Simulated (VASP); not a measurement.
# CsI in VASP: further runs, part 2 of 3

VASP 6.6.1. The steps go on from the part before.

**3. Single point, LDA**

This run uses another cell than the first one, of 42.64 Å³/atom.

File INCAR:

```
PREC = Accurate
ENCUT = 500
EDIFF = 1E-6
ISMEAR = 0
SIGMA = 0.01
LREAL = False
LASPH = True
NELM = 120
ALGO = Normal
ISIF = 2
LWAVE = False
LCHARG = False
NBANDS = 15
GGA_COMPAT = False
```

File KPOINTS:

```
Automatic mesh
0
Gamma
  6 6 6
```

File POSCAR:

```
CsI
1.0
    4.4017060310      0.0000000000      0.0000000000
    0.0000000000      4.4017060310      0.0000000000
    0.0000000000      0.0000000000      4.4017060310
Cs I
1 1
Direct
    0.0000000000      0.0000000000      0.0000000000
    0.5000000000      0.5000000000      0.5000000000
```

Potentials or basis: VASP PAW LDA potentials, release 64 (Cs_sv, I).

On the command line:

```console
$ cat potpaw_LDA.64/Cs_sv/POTCAR potpaw_LDA.64/I/POTCAR > POTCAR
$ mpirun -np 1 vasp_std > vasp.out
```

OUTCAR:

```text
PREC = Accurate
   ENCUT = 500
   EDIFF = 1E-6
   ISMEAR = 0
   LREAL = False
   LASPH = True
   NELM = 120
   ISIF = 2

 ion  position               nearest neighbor table
   1  0.000  0.000  0.000-
   2  0.500  0.500  0.500-

  LATTYP: Found a simple cubic cell.
 ALAT       =     4.4017060310

  Lattice vectors:

 A1 = (   4.4017060310,   0.0000000000,   0.0000000000)
 A2 = (   0.0000000000,   4.4017060310,   0.0000000000)
 A3 = (   0.0000000000,   0.0000000000,   4.4017060310)

Analysis of symmetry for initial positions (statically):
=====================================================================
 Subroutine PRICEL returns:
 Original cell was already a primitive cell.

 Routine SETGRP: Setting up the symmetry group for a
 simple cubic supercell.

 Subroutine GETGRP returns: Found 48 space group operations
 (whereof 48 operations were pure point group operations)
 out of a pool of 48 trial point group operations.

The static configuration has the point symmetry O_h .

Analysis of symmetry for dynamics (positions and initial velocities):
=====================================================================
 Subroutine PRICEL returns:
 Original cell was already a primitive cell.

 Routine SETGRP: Setting up the symmetry group for a
 simple cubic supercell.

 Subroutine GETGRP returns: Found 48 space group operations
 (whereof 48 operations were pure point group operations)
 out of a pool of 48 trial point group operations.

The dynamic configuration has the point symmetry O_h .

 Subroutine INISYM returns: Found 48 space group operations
 (whereof 48 operations are pure point group operations),
 and found     1 'primitive' translations

----------------------------------------------------------------------------------------

                                     Primitive cell

  volume of cell :      85.2831

  direct lattice vectors                    reciprocal lattice vectors
     4.401706031  0.000000000  0.000000000     0.227184640  0.000000000  0.000000000
     0.000000000  4.401706031  0.000000000     0.000000000  0.227184640  0.000000000
     0.000000000  0.000000000  4.401706031     0.000000000  0.000000000  0.227184640

  length of vectors
     4.401706031  4.401706031  4.401706031     0.227184640  0.227184640  0.227184640

  position of ions in fractional coordinates (direct lattice)
     0.000000000  0.000000000  0.000000000
     0.500000000  0.500000000  0.500000000

  ion indices of the primitive-cell ions
   primitive index   ion index
                 1           1
                 2           2

----------------------------------------------------------------------------------------

 KPOINTS: Automatic mesh

Automatic generation of k-mesh.
 Grid dimensions read from file:
 generate k-points for:    6    6    6

 Generating k-lattice:

  Cartesian coordinates                     Fractional coordinates (reciprocal lattice)
     0.037864107  0.000000000  0.000000000     0.166666667  0.000000000  0.000000000
     0.000000000  0.037864107  0.000000000     0.000000000  0.166666667  0.000000000
     0.000000000  0.000000000  0.037864107     0.000000000  0.000000000  0.166666667

  Length of vectors
     0.037864107  0.037864107  0.037864107

  Shift w.r.t. Gamma in fractional coordinates (k-lattice)
     0.000000000  0.000000000  0.000000000

 Subroutine IBZKPT returns following result:
 ===========================================

 Found     20 irreducible k-points:

 Following reciprocal coordinates:
            Coordinates               Weight
  0.000000  0.000000  0.000000      1.000000
  0.166667  0.000000  0.000000      6.000000
  0.333333  0.000000  0.000000      6.000000
  0.500000  0.000000  0.000000      3.000000
  0.166667  0.166667  0.000000     12.000000
  0.333333  0.166667  0.000000     24.000000
[... 12 lines left out ...]
  0.500000  0.500000  0.333333      6.000000
  0.500000  0.500000  0.500000      1.000000
   k-points           NKPTS =     20   k-points in BZ     NKDIM =     20   number of bands    NBANDS=     15
   number of dos      NEDOS =    301   number of ions     NIONS =      2
   total plane-waves  NPLWV =  32768
   dimension x,y,z NGX =    32 NGY =   32 NGZ =   32
   dimension x,y,z NGXF=    64 NGYF=   64 NGZF=   64
   ions per type =               1   1
   NGX,Y,Z   is equivalent  to a cutoff of  12.09, 12.09, 12.09 a.u.
   NGXF,Y,Z  is equivalent  to a cutoff of  24.17, 24.17, 24.17 a.u.
 SYSTEM =  unknown system
   PREC   = accura    normal or accurate (medium, high low for compatibility)
   ISTART =      0    job   : 0-new  1-cont  2-samecut
   ICHARG =      2    charge: 1-file 2-atom 10-const
   ISPIN  =      1    spin polarized calculation?
   LNONCOLLINEAR =      F non collinear calculations
   LSORBIT =      F    spin-orbit coupling
   LASPH  =      T    aspherical Exc in radial PAW
   ENCUT  =  500.0 eV  36.75 Ry    6.06 a.u.   8.03  8.03  8.03*2*pi/ulx,y,z
   NELM   =    120;   NELMIN=  2; NELMDL= -5     # of ELM steps
   EDIFF  = 0.1E-05   stopping-criterion for ELM
   LREAL  =      F    real-space projection
   EDIFFG = 0.1E-04   stopping-criterion for IOM
   NSW    =      0    number of steps for IOM
   IBRION =     -1    ionic relax: 0-MD 1-quasi-New 2-CG
   NFREE  =      0    steps in history (QN), initial steepest desc. (CG)
   ISIF   =      2    stress and relaxation
   ISYM   =      2    0-nonsym 1-usesym 2-fastsym
   POTIM  = 0.5000    time-step for ionic-motion
   TEBEG  =    0.0;   TEEND  =   0.0 temperature during run
   PSTRESS=    0.0 pullay stress
   NELECT =      16.0000    total number of electrons
   NUPDOWN=      -1.0000    fix difference up-down
   EMIN   =  10.00;   EMAX   =-10.00  energy-range for DOS
   EFERMI =   0.00;   METHOD = LEGACY
   ISMEAR =     0;   SIGMA  =   0.01  broadening in eV -4-tet -1-fermi 0-gaus
   EFERMI_NEDOS =   21; number of points for ismear=-14 and -15
   IALGO  =     38    algorithm
   IMIX   =      4    mixing-type and parameters
     AMIX     =   0.40;   BMIX     =  1.00
     AMIX_MAG =   1.60;   BMIX_MAG =  1.00
  volume/ion in A,a.u.               =      42.64       287.76
  Fermi-wavevector in a.u.,A,eV,Ry     =   0.937189  1.771030 11.950310  0.878323
  Thomas-Fermi vector in A             =   2.064275
   LORBIT       =      0    0 simple, 1 ext, 2 COOP (PROOUT), +10 PAW based schemes
   GGA     = CA    functional components
   LHFCALC =     F    Hartree Fock is set to
   AEXX    =    0.0000 exact exchange contribution
   IVDW    =     0    specifies the selected vdW correction
   LEPSILON=     F    determine dielectric tensor
   LRPA    =     F    only Hartree local field effects (RPA)
 non-spin polarized calculation
 Gauss-broadening in eV      SIGMA  =   0.01
  energy-cutoff  :      500.00
  volume of cell :       85.28
 maximum number of plane-waves:      2192
   NGX = 17   NGY = 17   NGZ = 17

 number of electron      15.9999994 magnetization

 Free energy of the ion-electron system (eV)
  ---------------------------------------------------
  ext. energy  EPLUGINS =         0.00000000
  ---------------------------------------------------
  free energy    TOTEN  =        -6.18710891 eV

  energy without entropy =       -6.18710891  energy(sigma->0) =       -6.18710891

 E-fermi :   1.4548     XC(G=0):  -8.5348

 val. band max:        1.3779592004   @ k =   0.5000   0.5000   0.0000
 cond. band min:       5.1480014948   @ k =   0.0000   0.0000   0.0000
 fundamental gap:      3.7700422944
 Fermi energy:         1.4548384402

 k-point     1 :       0.0000    0.0000    0.0000
  band No.  band energies     occupation
      1     -18.8555      2.00000
      2      -9.5254      2.00000
      3      -5.5367      2.00000
      4      -5.5367      2.00000
      5      -5.5367      2.00000
      6       1.3162      2.00000
      7       1.3162      2.00000
      8       1.3162      2.00000
      9       5.1480      0.00000
     10       5.1480      0.00000
     11       5.3227      0.00000
     12       9.2869      0.00000
     13       9.2869      0.00000
     14       9.2869      0.00000
[... 329 lines left out ...]
      2      -9.1549      2.00000
      3      -5.8931      2.00000
      4      -5.8931      2.00000
      5      -5.8931      2.00000
      6      -0.2761      2.00000
      7      -0.2761      2.00000
      8      -0.2761      2.00000
      9       8.7346      0.00000
     10       8.7346      0.00000
     11       8.7346      0.00000
     12       9.6548      0.00000
     13       9.6548      0.00000
     14       9.6548      0.00000
     15      11.7325      0.00000

------------------------ aborting loop because EDIFF is reached ----------------------------------------

  FORCE on cell =-STRESS in cart. coord.  units (eV):
  Direction    XX          YY          ZZ          XY          YZ          ZX
  --------------------------------------------------------------------------------------
  -------------------------------------------------------------------------------------
  Total        0.0389897      0.0389897      0.0389897      0.0000000      0.0000000     -0.0000000
  in kB        0.7324836      0.7324836      0.7324836      0.0000000      0.0000000     -0.0000000
  external PRESSURE =       0.7324836 kB  Pullay stress =       0.0000000 kB

 VOLUME and BASIS-vectors are now :
 -----------------------------------------------------------------------------
  energy-cutoff  :      500.00
  volume of cell :       85.28
      direct lattice vectors                 reciprocal lattice vectors
     4.401706031  0.000000000  0.000000000     0.227184640  0.000000000  0.000000000
     0.000000000  4.401706031  0.000000000     0.000000000  0.227184640  0.000000000
     0.000000000  0.000000000  4.401706031     0.000000000  0.000000000  0.227184640

 POSITION                                       TOTAL-FORCE (eV/Angst)
 -----------------------------------------------------------------------------------
      0.00000      0.00000      0.00000         0.000000      0.000000      0.000000
      2.20085      2.20085      2.20085         0.000000      0.000000      0.000000
 -----------------------------------------------------------------------------------
    total drift:                                0.000000      0.000000     -0.000000

  FREE ENERGIE OF THE ION-ELECTRON SYSTEM (eV)
  ---------------------------------------------------
  free  energy   TOTEN  =        -6.1871089053 eV

  energy  without entropy=       -6.1871089053  energy(sigma->0) =       -6.18710891
```

OSZICAR:

```text
N       E                     dE             d eps       ncg     rms          rms(c)
DAV:   1     0.791325745314E+02    0.79133E+02   -0.60716E+03   600   0.866E+02
DAV:   2    -0.334372558760E-01   -0.79166E+02   -0.72022E+02   903   0.138E+02
DAV:   3    -0.623833926204E+01   -0.62049E+01   -0.61734E+01   761   0.424E+01
DAV:   4    -0.631728750196E+01   -0.78948E-01   -0.78933E-01   767   0.589E+00
DAV:   5    -0.631812012161E+01   -0.83262E-03   -0.83261E-03   796   0.585E-01    0.171E+00
DAV:   6    -0.621338755437E+01    0.10473E+00   -0.74906E-02   740   0.149E+00    0.118E+00
DAV:   7    -0.618767525855E+01    0.25712E-01   -0.65173E-02   733   0.132E+00    0.476E-01
DAV:   8    -0.618723520650E+01    0.44005E-03   -0.79388E-03   684   0.453E-01    0.959E-02
DAV:   9    -0.618710079029E+01    0.13442E-03   -0.24512E-04   838   0.114E-01    0.498E-02
DAV:  10    -0.618711796348E+01   -0.17173E-04   -0.12937E-04   691   0.485E-02    0.228E-02
DAV:  11    -0.618711037120E+01    0.75923E-05   -0.49534E-05   733   0.363E-02    0.510E-03
DAV:  12    -0.618710890056E+01    0.14706E-05   -0.37333E-06   747   0.120E-02    0.132E-03
DAV:  13    -0.618710890529E+01   -0.47303E-08   -0.41633E-07   433   0.322E-03
   1 F= -.61871089E+01 E0= -.61871089E+01  d E =-.168064E-29
```

It took 18 s on 1 thread of Intel Xeon 8259CL, shared host; peak memory 0.16 GiB.

What came out:

```yaml
Free_energy: -6.1871 eV
Pressure: 0.1 GPa
Band_gap_on_the_k_mesh: 3.77 eV (least direct gap 3.83 eV)
```

Caveat: spin-orbit coupling is left out, which moves the levels of the heavy elements.

**4. Single point, LDA**

This run uses another cell than the first one, of 42.64 Å³/atom.

File INCAR:

```
SYSTEM = CsI
  ALGO = Normal
  EDIFF = 1E-6
  ENCUT = 500
  GGA_COMPAT = .FALSE.
  ISIF = 2
  ISMEAR = 0
  LASPH = .TRUE.
  LCHARG = .FALSE.
  LREAL = .FALSE.
  LWAVE = .FALSE.
  NBANDS = 15
  NELM = 120
  PREC = Accurate
  SIGMA = 0.01
```

File KPOINTS:

```
k-points
0
G
  6 6 6
  0 0 0
```

POSCAR is that of step 3.

Potentials or basis: VASP PAW LDA potentials, release 64 (Cs_sv, I).

On the command line:

```console
$ cat potpaw_LDA.64/Cs_sv/POTCAR potpaw_LDA.64/I/POTCAR > POTCAR
$ mpirun -np 1 vasp_std > vasp.out
```

OUTCAR:

```text
SYSTEM = CsI
   EDIFF = 1E-6
   ENCUT = 500
   ISIF = 2
   ISMEAR = 0
   LASPH = .TRUE.
   LREAL = .FALSE.
   NELM = 120
   PREC = Accurate

 ion  position               nearest neighbor table
   1  0.000  0.000  0.000-
   2  0.500  0.500  0.500-

  LATTYP: Found a simple cubic cell.
 ALAT       =     4.4017060310

  Lattice vectors:

 A1 = (   4.4017060310,   0.0000000000,   0.0000000000)
 A2 = (   0.0000000000,   4.4017060310,   0.0000000000)
 A3 = (   0.0000000000,   0.0000000000,   4.4017060310)

Analysis of symmetry for initial positions (statically):
=====================================================================
 Subroutine PRICEL returns:
 Original cell was already a primitive cell.

 Routine SETGRP: Setting up the symmetry group for a
 simple cubic supercell.

 Subroutine GETGRP returns: Found 48 space group operations
 (whereof 48 operations were pure point group operations)
 out of a pool of 48 trial point group operations.

The static configuration has the point symmetry O_h .

[... 165 lines left out ...]
      2      -9.5254      2.00000
      3      -5.5367      2.00000
      4      -5.5367      2.00000
      5      -5.5367      2.00000
      6       1.3162      2.00000
      7       1.3162      2.00000
      8       1.3162      2.00000
      9       5.1480      0.00000
     10       5.1480      0.00000
     11       5.3227      0.00000
     12       9.2869      0.00000
     13       9.2869      0.00000
     14       9.2869      0.00000
[... 329 lines left out ...]
      2      -9.1549      2.00000
      3      -5.8931      2.00000
      4      -5.8931      2.00000
      5      -5.8931      2.00000
      6      -0.2761      2.00000
      7      -0.2761      2.00000
      8      -0.2761      2.00000
      9       8.7346      0.00000
     10       8.7346      0.00000
     11       8.7346      0.00000
     12       9.6548      0.00000
     13       9.6548      0.00000
     14       9.6548      0.00000
     15      11.7325      0.00000

------------------------ aborting loop because EDIFF is reached ----------------------------------------

  FORCE on cell =-STRESS in cart. coord.  units (eV):
  Direction    XX          YY          ZZ          XY          YZ          ZX
  --------------------------------------------------------------------------------------
  -------------------------------------------------------------------------------------
  Total        0.0389897      0.0389897      0.0389897      0.0000000      0.0000000     -0.0000000
  in kB        0.7324836      0.7324836      0.7324836      0.0000000      0.0000000     -0.0000000
  external PRESSURE =       0.7324836 kB  Pullay stress =       0.0000000 kB

 VOLUME and BASIS-vectors are now :
 -----------------------------------------------------------------------------
  energy-cutoff  :      500.00
  volume of cell :       85.28
      direct lattice vectors                 reciprocal lattice vectors
     4.401706031  0.000000000  0.000000000     0.227184640  0.000000000  0.000000000
     0.000000000  4.401706031  0.000000000     0.000000000  0.227184640  0.000000000
     0.000000000  0.000000000  4.401706031     0.000000000  0.000000000  0.227184640

 POSITION                                       TOTAL-FORCE (eV/Angst)
 -----------------------------------------------------------------------------------
      0.00000      0.00000      0.00000         0.000000      0.000000      0.000000
      2.20085      2.20085      2.20085         0.000000      0.000000      0.000000
 -----------------------------------------------------------------------------------
    total drift:                                0.000000      0.000000     -0.000000

  FREE ENERGIE OF THE ION-ELECTRON SYSTEM (eV)
  ---------------------------------------------------
  free  energy   TOTEN  =        -6.1871089053 eV

  energy  without entropy=       -6.1871089053  energy(sigma->0) =       -6.18710891
```

It took 18 s on 1 thread of Intel Xeon 8259CL, shared host; peak memory 0.16 GiB.

What came out:

* Free energy: -6.1871 eV
* Pressure: 0.1 GPa
* Band gap on the k mesh: 3.77 eV (least direct gap 3.83 eV)

Levels at points of the mesh, in eV from the valence-band top:
```
           k point  band 4  band 5  band 6  band 7  band 8  band 9  band 10  band 11  band 12  band 13
(0.00, 0.00, 0.00)   -6.91   -6.91   -0.06   -0.06   -0.06    3.77     3.77     3.94     7.91     7.91
(0.50, 0.00, 0.00)   -6.81   -6.81   -1.91   -0.33   -0.33    4.90     6.58     6.75     7.02     8.15
(0.50, 0.50, 0.00)   -7.46   -6.75   -0.94   -0.94    0.00    3.96     4.77     5.98     5.98    10.02
(0.50, 0.50, 0.50)   -7.27   -7.27   -1.65   -1.65   -1.65    7.36     7.36     7.36     8.28     8.28
```

Caveat: spin-orbit coupling is left out, which moves the levels of the heavy elements.

**5. Single point, LDA**

This run uses another cell than the first one, of 43.28 Å³/atom.

File INCAR:

```
PREC = Accurate
ENCUT = 500
EDIFF = 1E-6
ISMEAR = 0
SIGMA = 0.01
LREAL = False
LASPH = True
NELM = 120
ALGO = Normal
ISIF = 2
LWAVE = False
LCHARG = False
NBANDS = 15
GGA_COMPAT = False
```

File KPOINTS:

```
regular mesh
0
Gamma
  6 6 6
```

File POSCAR:

```
CsI
1.0
    4.4237145612      0.0000000000      0.0000000000
    0.0000000000      4.4237145612      0.0000000000
    0.0000000000      0.0000000000      4.4237145612
Cs I
1 1
Direct
    0.0000000000      0.0000000000      0.0000000000
    0.5000000000      0.5000000000      0.5000000000
```

On the command line:

```console
$ cat potpaw_LDA.64/Cs_sv/POTCAR potpaw_LDA.64/I/POTCAR > POTCAR
$ mpirun -np 1 vasp_std > vasp.out
```

It took 18 s on 1 thread of Intel Xeon 8259CL, shared host; peak memory 0.16 GiB.

It converged, with:

| Item | Value |
| --- | --- |
| Free energy | -6.1868 eV |
| Pressure | -0.2 GPa |
| Band gap on the k mesh | 3.80 eV (least direct gap 3.87 eV) |

Levels at points of the mesh, in eV from the valence-band top:
| k point | band 4 | band 5 | band 6 | band 7 | band 8 | band 9 | band 10 | band 11 | band 12 | band 13 |
| --- | --- | --- | --- | --- | --- | --- | --- | --- | --- | --- |
| (0.00, 0.00, 0.00) | -6.93 | -6.93 | -0.07 | -0.07 | -0.07 | 3.80 | 3.80 | 3.88 | 7.88 | 7.88 |
| (0.50, 0.00, 0.00) | -6.83 | -6.83 | -1.87 | -0.32 | -0.32 | 4.91 | 6.59 | 6.68 | 6.95 | 8.10 |
| (0.50, 0.50, 0.00) | -7.45 | -6.77 | -0.93 | -0.93 | 0.00 | 3.97 | 4.76 | 5.98 | 5.98 | 9.94 |
| (0.50, 0.50, 0.50) | -7.27 | -7.27 | -1.61 | -1.61 | -1.61 | 7.30 | 7.30 | 7.30 | 8.20 | 8.20 |

Caveat: spin-orbit coupling is left out, which moves the levels of the heavy elements. A k mesh can miss the band edges.

(Continued in part 3 of 3.)
